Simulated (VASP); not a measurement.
# Te2Mo in VASP: notebook, part 2 of 2

VASP 6.6.1.

## 3. Single point, PBE+D3(BJ) (layers slid over each other)

Input file INCAR:

```
PREC = Accurate
ENCUT = 520
EDIFF = 1E-6
ISMEAR = 0
SIGMA = 0.05
LREAL = F
LASPH = T
NELM = 80
ALGO = Normal
ISIF = 2
LWAVE = F
LCHARG = F
LDIPOL = T
IDIPOL = 3
DIPOL = 0.5 0.5 0.410
GGA = PE
IVDW = 12
NBANDS = 35
```

Input file KPOINTS:

```
Automatic mesh
0
Gamma
  9 9 1
```

Input file POSCAR:

```
Te2Mo
1.0
    3.5038817216      0.0000000000      0.0000000000
   -1.7519408608      3.0344505828      0.0000000000
    0.0000000000      0.0000000000     24.7677194079
Te Mo
4 2
Direct
    0.3333333333      0.6666666667      0.1816881048
    0.3333333333      0.6666666667      0.3284056788
    0.5000000000      1.0000000000      0.4911174704
    0.5000000000      1.0000000000      0.6378350444
    0.6666666667      0.3333333333      0.2550468918
    0.1666666667      1.3333333333      0.5644762574
```

Potentials or basis: VASP PAW PBE potentials, release 64 (Te, Mo_sv).

Command:

```
cat potpaw_PBE.64/Te/POTCAR potpaw_PBE.64/Mo_sv/POTCAR > POTCAR
mpirun -np 1 vasp_std > vasp.out
```

OUTCAR:

```text
PREC = Accurate
   ENCUT = 520
   EDIFF = 1E-6
   ISMEAR = 0
   LREAL = F
   LASPH = T
   NELM = 80
   ISIF = 2
   GGA = PE
   IVDW = 12
 IVDW          = 12

 ion  position               nearest neighbor table
   1  0.333  0.667  0.182-   5 2.72   5 2.72   5 2.72   2 3.63
   2  0.333  0.667  0.328-   5 2.72   5 2.72   5 2.72   1 3.63
   3  0.500  0.000  0.491-   6 2.72   6 2.72   6 2.72   4 3.63
   4  0.500  0.000  0.638-   6 2.72   6 2.72   6 2.72   3 3.63
   5  0.667  0.333  0.255-   1 2.72   2 2.72   1 2.72   2 2.72   1 2.72   2 2.72
   6  0.167  0.333  0.564-   4 2.72   3 2.72   4 2.72   3 2.72   4 2.72   3 2.72

  LATTYP: Found a hexagonal cell.
 ALAT       =     3.5038817216
 C/A-ratio  =     7.0686516771

  Lattice vectors:

 A1 = (   3.5038817216,   0.0000000000,   0.0000000000)
 A2 = (  -1.7519408608,   3.0344505828,   0.0000000000)
 A3 = (   0.0000000000,   0.0000000000,  24.7677194079)

Analysis of symmetry for initial positions (statically):
=====================================================================
 Subroutine PRICEL returns:
 Original cell was already a primitive cell.

 Routine SETGRP: Setting up the symmetry group for a
 hexagonal supercell.

 Subroutine GETGRP returns: Found  4 space group operations
 (whereof  2 operations were pure point group operations)
 out of a pool of 24 trial point group operations.

The static configuration has the point symmetry C_1h.
 The point group associated with its full space group is C_2h.

Analysis of symmetry for dynamics (positions and initial velocities):
=====================================================================
 Subroutine PRICEL returns:
 Original cell was already a primitive cell.

 Routine SETGRP: Setting up the symmetry group for a
 hexagonal supercell.

 Subroutine GETGRP returns: Found  4 space group operations
 (whereof  2 operations were pure point group operations)
 out of a pool of 24 trial point group operations.

The dynamic configuration has the point symmetry C_1h.
[... 136 lines left out ...]
   LEPSILON=     F    determine dielectric tensor
   LRPA    =     F    only Hartree local field effects (RPA)
 non-spin polarized calculation
 Gauss-broadening in eV      SIGMA  =   0.05
  energy-cutoff  :      520.00
  volume of cell :      263.34
 maximum number of plane-waves:      7173
 NGX is ok and might be reduce to    28
   NGX = 13   NGY = 13   NGZ = 93

 dipolmoment           0.000000      0.000000      0.000138 electrons x Angstroem

 number of electron      51.9999999 magnetization

 dipolmoment           0.000000      0.000000     -0.000001 electrons x Angstroem

 Free energy of the ion-electron system (eV)
  ---------------------------------------------------
  ext. energy  EPLUGINS =         0.00000000
  ---------------------------------------------------
  free energy    TOTEN  =       -36.00696852 eV

  energy without entropy =      -36.00696852  energy(sigma->0) =      -36.00696852

 E-fermi :   2.8868     XC(G=0):  -6.4644

 val. band max:        2.4829269756   @ k =   0.3333   0.3333   0.0000
 cond. band min:       3.6436153262   @ k =  -0.4444   0.2222   0.0000
 fundamental gap:      1.1606883506
 Fermi energy:         2.8868404933

 k-point     1 :       0.0000    0.0000    0.0000
  band No.  band energies     occupation
      1     -58.1844      2.00000
      2     -58.1844      2.00000
      3     -32.3614      2.00000
      4     -32.3614      2.00000
      5     -32.2172      2.00000
      6     -32.2172      2.00000
[... 901 lines left out ...]
     34       6.5640      0.00000
     35       7.1039      0.00000

 [... further k-points ...]

------------------------ aborting loop because EDIFF is reached ----------------------------------------

 vacuum level on the upper side and lower side of the slab       (xc-potential included)        -0.153        -0.153

 Edisp (eV)   -2.68420

 E8    (eV) :    -1.2706

  FORCE on cell =-STRESS in cart. coord.  units (eV):
  Direction    XX          YY          ZZ          XY          YZ          ZX
  --------------------------------------------------------------------------------------
  -------------------------------------------------------------------------------------
  Total      -0.21096    -0.22059    -0.48794     0.00000     0.20000     0.00000
  in kB      -1.28348    -1.34208    -2.96870     0.00000     1.21681     0.00000
  external pressure =       -1.86 kB  Pullay stress =        0.00 kB

 VOLUME and BASIS-vectors are now :
 -----------------------------------------------------------------------------
  energy-cutoff  :      520.00
  volume of cell :      263.34
      direct lattice vectors                 reciprocal lattice vectors
     3.503881722  0.000000000  0.000000000     0.285397762  0.164774474  0.000000000
    -1.751940861  3.034450583  0.000000000     0.000000000  0.329548949  0.000000000
     0.000000000  0.000000000 24.767719408     0.000000000  0.000000000  0.040375134

 POSITION                                       TOTAL-FORCE (eV/Angst)
 -----------------------------------------------------------------------------------
     -0.00000      2.02297      4.50000         0.000000      0.001229     -0.002854
     -0.00000      2.02297      8.13386         0.000000     -0.026157      0.094210
      1.75194      0.00000     12.16386         0.000000      0.026157     -0.094210
      1.75194      0.00000     15.79772         0.000000     -0.001229      0.002854
      1.75194      1.01148      6.31693         0.000000     -0.014751      0.010651
      0.00000      1.01148     13.98079        -0.000000      0.014751     -0.010651
 -----------------------------------------------------------------------------------
    total drift:                               -0.000001      0.000000     -0.000004

  FREE ENERGIE OF THE ION-ELECTRON SYSTEM (eV)
  ---------------------------------------------------
  free  energy   TOTEN  =       -38.6911691159 eV

  energy  without entropy=      -38.6911691159  energy(sigma->0) =      -38.69116912

 vacuum level on the upper side and lower side of the slab         7.191         7.192
```

stdout:

```text
POSCAR found type information on POSCAR TeMo
 POSCAR found :  2 types and       6 ions
 scaLAPACK will be used
 LDA part: xc-table for (Slater+PW92), standard interpolation
 POSCAR, INCAR and KPOINTS ok, starting setup
 FFT: planning ... GRIDC
 FFT: planning ... GRID_SOFT
 FFT: planning ... GRID
 WAVECAR not read
 entering main loop
```

It took 13 min on 1 thread of Intel Xeon 8259CL, shared host; peak memory 0.49 GiB.

Results:

- Free energy: -38.6912 eV
- Largest force: 0.098 eV/Å
- Band gap on the k mesh: 1.16 eV (least direct gap 1.17 eV)
- Dispersion energy per atom: -0.447 eV

Forces on the atoms (eV/Å):
```
Te   0.000  0.001 -0.003
Te   0.000 -0.026  0.094
Te   0.000  0.026 -0.094
Te   0.000 -0.001  0.003
Mo   0.000 -0.015  0.011
Mo   0.000  0.015 -0.011
```

Caveat: the cell differs from its parent crystal (layers slid over each other); spin-orbit coupling is left out, which moves the levels of the heavy elements.
